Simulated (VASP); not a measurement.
# Mo (Im-3m) in VASP: notebook

Runs on Mo. Level: PBE. Tasks: single point.

All numbers are computed with VASP 6.6.1; they aren't measurements. Logs are shortened: lines on timing, memory, paths and dates and some standing lists are left out, and cuts for length are marked.

**1. The cell of the first run**

The structure is cubic, space group Im-3m (No. 229). The conventional cell has a = 3.161 Å, b = 3.161 Å, c = 3.161 Å, α = 90.00°, β = 90.00°, γ = 90.00°. Mo (site symmetry m-3m) has 14 Mo at 2.74 to 3.16 Å within 3.6 Å.

**2. Single point, PBE**

The input, INCAR:

```
SYSTEM = Mo
PREC     = Accurate       ! precision mode
ENCUT    = 520            ! plane-wave cutoff, eV
EDIFF    = 1E-6           ! SCF threshold, eV
ISMEAR   = 1              ! smearing method
SIGMA    = 0.1            ! smearing width, eV
LREAL    = Auto         
LASPH    = .True.         ! aspherical terms in the spheres
NELM     = 80             ! most SCF steps
ALGO     = Normal         ! electronic algorithm
ISIF     = 2              ! what is computed and relaxed
LWAVE    = .False.        ! write WAVECAR
LCHARG   = .True.         ! write CHGCAR
GGA      = PE             ! functional
LELF     = .True.         ! ELF
LVHAR    = .True.       
NBANDS   = 126            ! bands
```

The input, KPOINTS:

```
regular mesh
0
Gamma
  3 3 3
  0 0 0
```

The input, POSCAR:

```
Mo
1.0
    6.3226243350      0.0000000000      0.0000000000
    0.0000000000      6.3226243350      0.0000000000
    0.0000000000      0.0000000000      6.3226243350
Mo
16
Direct
    0.0000000000      0.0000000000      0.0000000000
    0.2500000000      0.2500000000      0.2500000000
    0.0000000000      0.0000000000      0.5000000000
    0.2500000000      0.2500000000      0.7500000000
    0.0000000000      0.5000000000      0.0000000000
    0.2500000000      0.7500000000      0.2500000000
    0.0000000000      0.5000000000      0.5000000000
    0.2500000000      0.7500000000      0.7500000000
    0.5000000000      0.0000000000      0.0000000000
    0.7500000000      0.2500000000      0.2500000000
    0.5000000000      0.0000000000      0.5000000000
    0.7500000000      0.2500000000      0.7500000000
    0.5000000000      0.5000000000      0.0000000000
    0.7500000000      0.7500000000      0.2500000000
    0.5000000000      0.5000000000      0.5000000000
    0.7500000000      0.7500000000      0.7500000000
```

Potentials or basis: VASP PAW PBE potentials, release 64 (Mo_sv).

On the command line:

```
$ cat potpaw_PBE.64/Mo_sv/POTCAR > POTCAR
$ mpirun -np 1 vasp_std > vasp.out
```

OUTCAR:

```text
SYSTEM = Mo
   PREC = Accurate
   ENCUT = 520
   EDIFF = 1E-6
   ISMEAR = 1
   LREAL = Auto
   LASPH = .True.
   NELM = 80
   ISIF = 2
   GGA = PE

 ion  position               nearest neighbor table
   1  0.000  0.000  0.000-   2 2.74   4 2.74   6 2.74   8 2.74  10 2.74  12 2.74  14 2.74  16 2.74
                             5 3.16   9 3.16   3 3.16   3 3.16   5 3.16   9 3.16
   2  0.250  0.250  0.250-   1 2.74   3 2.74   5 2.74   7 2.74   9 2.74  11 2.74  13 2.74  15 2.74
                             4 3.16   6 3.16  10 3.16   4 3.16   6 3.16  10 3.16
   3  0.000  0.000  0.500-   2 2.74   4 2.74   6 2.74   8 2.74  10 2.74  12 2.74  14 2.74  16 2.74
                             1 3.16   7 3.16  11 3.16   1 3.16   7 3.16  11 3.16
   4  0.250  0.250  0.750-   1 2.74   3 2.74   5 2.74   7 2.74   9 2.74  11 2.74  13 2.74  15 2.74
                            12 3.16   2 3.16   8 3.16   2 3.16   8 3.16  12 3.16
   5  0.000  0.500  0.000-   2 2.74   4 2.74   6 2.74   8 2.74  10 2.74  12 2.74  14 2.74  16 2.74
                            13 3.16   7 3.16   1 3.16   7 3.16   1 3.16  13 3.16
   6  0.250  0.750  0.250-   1 2.74   3 2.74   5 2.74   7 2.74   9 2.74  11 2.74  13 2.74  15 2.74
                             2 3.16  14 3.16   8 3.16   8 3.16   2 3.16  14 3.16
   7  0.000  0.500  0.500-   2 2.74   4 2.74   6 2.74   8 2.74  10 2.74  12 2.74  14 2.74  16 2.74
                             3 3.16  15 3.16   5 3.16   5 3.16   3 3.16  15 3.16
   8  0.250  0.750  0.750-   1 2.74   3 2.74   5 2.74   7 2.74   9 2.74  11 2.74  13 2.74  15 2.74
                             6 3.16   4 3.16  16 3.16   6 3.16   4 3.16  16 3.16
   9  0.500  0.000  0.000-   2 2.74   4 2.74   6 2.74   8 2.74  10 2.74  12 2.74  14 2.74  16 2.74
                            13 3.16  11 3.16   1 3.16  11 3.16  13 3.16   1 3.16
  10  0.750  0.250  0.250-   1 2.74   3 2.74   5 2.74   7 2.74   9 2.74  11 2.74  13 2.74  15 2.74
                             2 3.16  14 3.16  12 3.16  12 3.16  14 3.16   2 3.16
  11  0.500  0.000  0.500-   2 2.74   4 2.74   6 2.74   8 2.74  10 2.74  12 2.74  14 2.74  16 2.74
                             3 3.16  15 3.16   9 3.16   9 3.16  15 3.16   3 3.16
  12  0.750  0.250  0.750-   1 2.74   3 2.74   5 2.74   7 2.74   9 2.74  11 2.74  13 2.74  15 2.74
                            10 3.16   4 3.16  16 3.16  10 3.16  16 3.16   4 3.16
  13  0.500  0.500  0.000-   2 2.74   4 2.74   6 2.74   8 2.74  10 2.74  12 2.74  14 2.74  16 2.74
                             5 3.16  15 3.16   9 3.16  15 3.16   9 3.16   5 3.16
  14  0.750  0.750  0.250-   1 2.74   3 2.74   5 2.74   7 2.74   9 2.74  11 2.74  13 2.74  15 2.74
                            10 3.16   6 3.16  16 3.16  16 3.16  10 3.16   6 3.16
  15  0.500  0.500  0.500-   2 2.74   4 2.74   6 2.74   8 2.74  10 2.74  12 2.74  14 2.74  16 2.74
                            13 3.16  11 3.16   7 3.16  13 3.16  11 3.16   7 3.16
  16  0.750  0.750  0.750-   1 2.74   3 2.74   5 2.74   7 2.74   9 2.74  11 2.74  13 2.74  15 2.74
                             8 3.16  14 3.16  12 3.16  14 3.16  12 3.16   8 3.16

  LATTYP: Found a simple cubic cell.
 ALAT       =     6.3226243350

  Lattice vectors:

 A1 = (   6.3226243350,   0.0000000000,   0.0000000000)
 A2 = (   0.0000000000,   6.3226243350,   0.0000000000)
 A3 = (   0.0000000000,   0.0000000000,   6.3226243350)

Analysis of symmetry for initial positions (statically):
=====================================================================
 Subroutine PRICEL returns following result:

  LATTYP: Found a body centered cubic cell.
 ALAT       =     3.1613121675

  Lattice vectors:

 A1 = (   1.5806560838,   1.5806560838,  -1.5806560837)
 A2 = (  -1.5806560838,   1.5806560837,   1.5806560837)
 A3 = (   1.5806560838,  -1.5806560837,   1.5806560838)

  16 primitive cells build up your supercell.

 Routine SETGRP: Setting up the symmetry group for a
 simple cubic supercell.

 Subroutine GETGRP returns: Found 48 space group operations
 (whereof 48 operations were pure point group operations)
 out of a pool of 48 trial point group operations.

The static configuration has the point symmetry O_h .

Analysis of symmetry for dynamics (positions and initial velocities):
=====================================================================
 Subroutine PRICEL returns following result:

  LATTYP: Found a body centered cubic cell.
 ALAT       =     3.1613121675

  Lattice vectors:

 A1 = (   1.5806560838,   1.5806560838,  -1.5806560837)
 A2 = (  -1.5806560838,   1.5806560837,   1.5806560837)
 A3 = (   1.5806560838,  -1.5806560837,   1.5806560838)

  16 primitive cells build up your supercell.

 Routine SETGRP: Setting up the symmetry group for a
 simple cubic supercell.

 Subroutine GETGRP returns: Found 48 space group operations
 (whereof 48 operations were pure point group operations)
 out of a pool of 48 trial point group operations.
[... 34 lines left out ...]
 generate k-points for:    3    3    3

 Generating k-lattice:

  Cartesian coordinates                     Fractional coordinates (reciprocal lattice)
     0.052720724  0.000000000  0.000000000     0.333333333  0.000000000  0.000000000
     0.000000000  0.052720724  0.000000000     0.000000000  0.333333333  0.000000000
     0.000000000  0.000000000  0.052720724     0.000000000  0.000000000  0.333333333

  Length of vectors
     0.052720724  0.052720724  0.052720724

  Shift w.r.t. Gamma in fractional coordinates (k-lattice)
     0.000000000  0.000000000  0.000000000

 Subroutine IBZKPT returns following result:
 ===========================================

 Found      4 irreducible k-points:

 Following reciprocal coordinates:
            Coordinates               Weight
  0.000000  0.000000  0.000000      1.000000
  0.333333  0.000000  0.000000      6.000000
  0.333333  0.333333  0.000000     12.000000
  0.333333  0.333333  0.333333      8.000000
   k-points           NKPTS =      4   k-points in BZ     NKDIM =      4   number of bands    NBANDS=    126
   number of dos      NEDOS =    301   number of ions     NIONS =     16
   total plane-waves  NPLWV = 110592
   dimension x,y,z NGX =    48 NGY =   48 NGZ =   48
   dimension x,y,z NGXF=    96 NGYF=   96 NGZF=   96
   ions per type =              16
   NGX,Y,Z   is equivalent  to a cutoff of  12.62, 12.62, 12.62 a.u.
   NGXF,Y,Z  is equivalent  to a cutoff of  25.24, 25.24, 25.24 a.u.
 SYSTEM =  Mo
   PREC   = accura    normal or accurate (medium, high low for compatibility)
   ISTART =      0    job   : 0-new  1-cont  2-samecut
   ICHARG =      2    charge: 1-file 2-atom 10-const
   ISPIN  =      1    spin polarized calculation?
   LNONCOLLINEAR =      F non collinear calculations
   LSORBIT =      F    spin-orbit coupling
   LASPH  =      T    aspherical Exc in radial PAW
   ENCUT  =  520.0 eV  38.22 Ry    6.18 a.u.  11.76 11.76 11.76*2*pi/ulx,y,z
   NELM   =     80;   NELMIN=  2; NELMDL= -5     # of ELM steps
   EDIFF  = 0.1E-05   stopping-criterion for ELM
   LREAL  =      T    real-space projection
   EDIFFG = 0.1E-04   stopping-criterion for IOM
   NSW    =      0    number of steps for IOM
   IBRION =     -1    ionic relax: 0-MD 1-quasi-New 2-CG
   NFREE  =      0    steps in history (QN), initial steepest desc. (CG)
   ISIF   =      2    stress and relaxation
   ISYM   =      2    0-nonsym 1-usesym 2-fastsym
   POTIM  = 0.5000    time-step for ionic-motion
   TEBEG  =    0.0;   TEEND  =   0.0 temperature during run
   PSTRESS=    0.0 pullay stress
   NELECT =     224.0000    total number of electrons
   NUPDOWN=      -1.0000    fix difference up-down
   EMIN   =  10.00;   EMAX   =-10.00  energy-range for DOS
   EFERMI =   0.00;   METHOD = LEGACY
   ISMEAR =     1;   SIGMA  =   0.10  broadening in eV -4-tet -1-fermi 0-gaus
   EFERMI_NEDOS =   21; number of points for ismear=-14 and -15
   IALGO  =     38    algorithm
   IMIX   =      4    mixing-type and parameters
     AMIX     =   0.40;   BMIX     =  1.00
     AMIX_MAG =   1.60;   BMIX_MAG =  1.00
  volume/ion in A,a.u.               =      15.80       106.60
  Fermi-wavevector in a.u.,A,eV,Ry     =   1.572510  2.971613 33.644326  2.472788
  Thomas-Fermi vector in A             =   2.673934
   LORBIT       =      0    0 simple, 1 ext, 2 COOP (PROOUT), +10 PAW based schemes
   GGA     = PE    functional components
   LHFCALC =     F    Hartree Fock is set to
   AEXX    =    0.0000 exact exchange contribution
   IVDW    =     0    specifies the selected vdW correction
   LEPSILON=     F    determine dielectric tensor
   LRPA    =     F    only Hartree local field effects (RPA)
 non-spin polarized calculation
 Methfessel and Paxton  Order N= 1 SIGMA  =   0.10
  energy-cutoff  :      520.00
  volume of cell :      252.75
 maximum number of plane-waves:      6859
 NGX is ok and might be reduce to    48
   NGX = 23   NGY = 23   NGZ = 23

 number of electron     224.0000060 magnetization

 Free energy of the ion-electron system (eV)
  ---------------------------------------------------
  ext. energy  EPLUGINS =         0.00000000
  ---------------------------------------------------
  free energy    TOTEN  =      -175.21079870 eV

  energy without entropy =     -175.21172219  energy(sigma->0) =     -175.21110653

 E-fermi :  12.5956     XC(G=0): -13.3316

 val. band max:       12.1863783150   @ k =   0.3333   0.3333   0.0000
 cond. band min:      12.6177036743   @ k =   0.3333   0.0000   0.0000
 fundamental gap:      0.4313253593
 Fermi energy:        12.5955766317

 k-point     1 :       0.0000    0.0000    0.0000
  band No.  band energies     occupation
      1     -48.8572      2.00000
      2     -48.6243      2.00000
      3     -48.6243      2.00000
      4     -48.6243      2.00000
      5     -48.6243      2.00000
      6     -48.6243      2.00000
[... 497 lines left out ...]
    123      13.8490     -0.00000
    124      13.8502     -0.00000
 [bands above 124 left out]

------------------------ aborting loop because EDIFF is reached ----------------------------------------

  FORCE on cell =-STRESS in cart. coord.  units (eV):
  Direction    XX          YY          ZZ          XY          YZ          ZX
  --------------------------------------------------------------------------------------
  -------------------------------------------------------------------------------------
  Total        0.3489864      0.3489864      0.3489864     -0.0000000     -0.0000000      0.0000000
  in kB        2.2122129      2.2122129      2.2122129     -0.0000000     -0.0000000      0.0000000
  external PRESSURE =       2.2122129 kB  Pullay stress =       0.0000000 kB

 VOLUME and BASIS-vectors are now :
 -----------------------------------------------------------------------------
  energy-cutoff  :      520.00
  volume of cell :      252.75
      direct lattice vectors                 reciprocal lattice vectors
     6.322624335  0.000000000  0.000000000     0.158162172  0.000000000  0.000000000
     0.000000000  6.322624335  0.000000000     0.000000000  0.158162172  0.000000000
     0.000000000  0.000000000  6.322624335     0.000000000  0.000000000  0.158162172

 POSITION                                       TOTAL-FORCE (eV/Angst)
 -----------------------------------------------------------------------------------
      0.00000      0.00000      0.00000         0.000000      0.000000      0.000000
      1.58066      1.58066      1.58066         0.000000      0.000000      0.000000
      0.00000      0.00000      3.16131         0.000000     -0.000000     -0.000000
      1.58066      1.58066      4.74197        -0.000000      0.000000     -0.000000
      0.00000      3.16131      0.00000        -0.000000     -0.000000      0.000000
      1.58066      4.74197      1.58066        -0.000000     -0.000000      0.000000
[... 8 lines left out ...]
      3.16131      3.16131      3.16131         0.000000     -0.000000     -0.000000
      4.74197      4.74197      4.74197        -0.000000     -0.000000      0.000000
 -----------------------------------------------------------------------------------
    total drift:                                0.000000      0.000000      0.000000

  FREE ENERGIE OF THE ION-ELECTRON SYSTEM (eV)
  ---------------------------------------------------
  free  energy   TOTEN  =      -175.2107986958 eV

  energy  without entropy=     -175.2117221906  energy(sigma->0) =     -175.21110653
```

Wall time 5.8 min (1 thread of Intel Xeon 8259CL, shared host); peak memory 0.36 GiB.

What came out:

```
Free energy            : -175.2108 eV
Pressure               : 0.2 GPa
Band gap on the k mesh : zero (filled and empty bands touch)
```

(Part 1 of 2 ends here.)

The gap in the log of VASP goes by the Fermi energy; the results here count the filled bands.